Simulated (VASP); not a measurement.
Input of a VASP 6.6.1 run:

The input INCAR:

```
ALGO = Normal
EDIFF = 1E-6
ENCUT = 520
GGA = PS
ISIF = 2
ISMEAR = -1
LASPH = True
LCHARG = False
LREAL = False
LWAVE = False
NBANDS = 7
NELM = 80
PREC = Accurate
SIGMA = 0.1
```

The input KPOINTS:

```
k-points
0
Gamma
  20 20 20
```

File POSCAR:

```
Mg
1.0
   -1.4812587424      1.4812587424      1.4812587424
    1.4812587424     -1.4812587424      1.4812587424
    1.4812587424      1.4812587424     -1.4812587424
Mg
1
Direct
    0.0000000000      0.0000000000      0.0000000000
```

Potentials or basis: VASP PAW PBE potentials, release 64 (Mg).

The run is started by

```console
$ cat potpaw_PBE.64/Mg/POTCAR > POTCAR
$ mpirun -np 1 vasp_std > vasp.out
```

(1) Predict the pressure.

(2) What does it give for the band gap on the k mesh?

Answers

(1) 59.3 GPa.

(2) zero (band 1 reaches 10.33 eV, above the bottom of band 2 at 5.49 eV).

Caveat: the PAW data sets were made with another functional, which shifts forces and pressure a little.
